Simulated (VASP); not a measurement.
Runs of VASP 6.6.1 on KF (Carobbiite). The structure is cubic, space group Fm-3m (No. 225). Conventional cell: a = 5.318 Å, b = 5.318 Å, c = 5.318 Å, α = 90.00°, β = 90.00°, γ = 90.00°. K (site symmetry m-3m) has 6 F at 2.66 Å within 3.5 Å. F (site symmetry m-3m) has 6 K at 2.66 Å within 3.5 Å. 

| level | share of exact exchange | screening parameter | gap on the mesh (eV) | pressure (GPa) |
| --- | --- | --- | --- | --- |
| PBE-based screened hybrid | 1 | 0.3 1/Å | 13.52 | (b) |
| PBE-based screened hybrid | 0.35 | 0.5 1/Å | 8.02 | (c) |
| PBE-based screened hybrid | 0.4 | 0.2078 1/Å | 9.48 | 0.6 |
| PBE0 | - | - | 9.03 | (a) |

Alike in all rows: task single point; potentials or basis VASP PAW PBE potentials, release 64 (K_sv, F); no spin polarisation; cell as given; k mesh 4 × 4 × 4; cutoff (eV) 520; smearing gaussian 0.01 eV.

Q: Fill in the values left out.

A: (a) 1.0; (b) -1.5; (c) 0.8.

Caveats: all runs use coarse meshes; the PAW data sets were made with another functional, which shifts forces and pressure a little.

